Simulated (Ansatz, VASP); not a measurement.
**CuO in VASP and in Ansatz**

Contents of POSCAR:

```
CuO
1.0
    2.3906352041     -1.7470046099      0.0000000000
    2.3906352041      1.7470046099      0.0000000000
   -0.8774322550      0.0000000000      5.1586662202
Cu O
2 2
Direct
    0.4968000000      0.0032000000      0.5000000000
    0.0032000000      0.4968000000      0.0000000000
    0.4056000000      0.5714000000      0.7537000000
    0.5714000000      0.4056000000      0.2537000000
```

Contents of INCAR.step1:

```
SYSTEM = CuO
ALGO     = Normal         ! electronic algorithm
EDIFF    = 1E-4           ! SCF threshold, eV
ENCUT    = 520            ! plane-wave cutoff, eV
GGA      = PE             ! functional
ISMEAR   = -1             ! smearing method
LASPH    = .True.         ! aspherical terms in the spheres
LCHARG   = .False.        ! write CHGCAR
LREAL    = .False.        ! projectors in reciprocal space
LWAVE    = .True.         ! write WAVECAR
NBANDS   = 25             ! bands
NELM     = 80             ! most SCF steps
PREC     = Accurate       ! precision mode
SIGMA    = 0.05           ! smearing width, eV
```

File INCAR.step2:

```
SYSTEM = CuO
ALGO     = Normal         ! electronic algorithm
EDIFF    = 1E-6           ! SCF threshold, eV
ENCUT    = 520            ! plane-wave cutoff, eV
ISIF     = 2              ! what is computed and relaxed
ISMEAR   = -1             ! smearing method
ISTART   = 1            
LASPH    = .True.         ! aspherical terms in the spheres
LCHARG   = .False.        ! write CHGCAR
LMIXTAU  = .True.       
LREAL    = .False.        ! projectors in reciprocal space
LWAVE    = .False.        ! write WAVECAR
METAGGA  = R2SCAN         ! meta-GGA
NBANDS   = 25             ! bands
NELM     = 80             ! most SCF steps
PREC     = Accurate       ! precision mode
SIGMA    = 0.05           ! smearing width, eV
```

Contents of KPOINTS:

```
k-points
0
Gamma
  10 10 5
  0 0 0
```

The input input.yaml:

```yaml
crystal:
  lattice:
    - [2.3906352041, -1.7470046099, 0.0]
    - [2.3906352041, 1.7470046099, 0.0]
    - [-0.877432255, 0.0, 5.1586662202]
  atoms:
    - { symbol: Cu, position: [0.4968, 0.0032, 0.5] }
    - { symbol: Cu, position: [0.0032, 0.4968, 0.0] }
    - { symbol: O, position: [0.4056, 0.5714, 0.7537] }
    - { symbol: O, position: [0.5714, 0.4056, 0.2537] }
hamiltonian:
  xc: r2scan
  pseudopotentials: { kind: paw }
kpoints:
  mp_grid: { grid: [10, 10, 5] }
scf:
  occupations: { method: fermi_dirac, width: 0.05 }
output:
  forces: true
  stress: true
  eigenvalues: true
```

Alike in both runs: task single point; functional r2SCAN; k mesh 10 × 10 × 5; occupations fermi-dirac, width 0.05 eV; no spin polarisation.

|  | VASP | Ansatz |
| --- | --- | --- |
| version | VASP 6.6.1 | Ansatz 0.2.0 |
| potentials or method | VASP PAW PBE potentials, release 64 (Cu, O) | Ansatz PAW |
| plane-wave cutoff (eV) | 520 | 500 |
| valence electrons in the cell | 34 | 50 |

Ansatz gave:

| Item | Value |
| --- | --- |
| gap on the k mesh at the Fermi level (eV) | none |
| pressure (GPa) | -10.5 |
| traceless stress, the component that is largest in VASP (GPa) | 3.63 |
| rms of the force components (eV/Å) | 0.373 |

**Question.** What did VASP give for the same quantities?

**Answer.** gap on the k mesh at the Fermi level (eV): none; pressure (GPa): -9.7; traceless stress, the component that is largest in VASP (GPa): 3.31; rms of the force components (eV/Å): 0.377.

VASP's potentials were made for PBE, not for r2SCAN. Atom by atom the forces differ by 0.021 eV/Å (rms over components). A gap of «none» marks a metal or a gap that the smearing closes. VASP's potentials hold 34 valence electrons a cell and Ansatz's 50, so a difference there can come from the potentials and not from the codes.
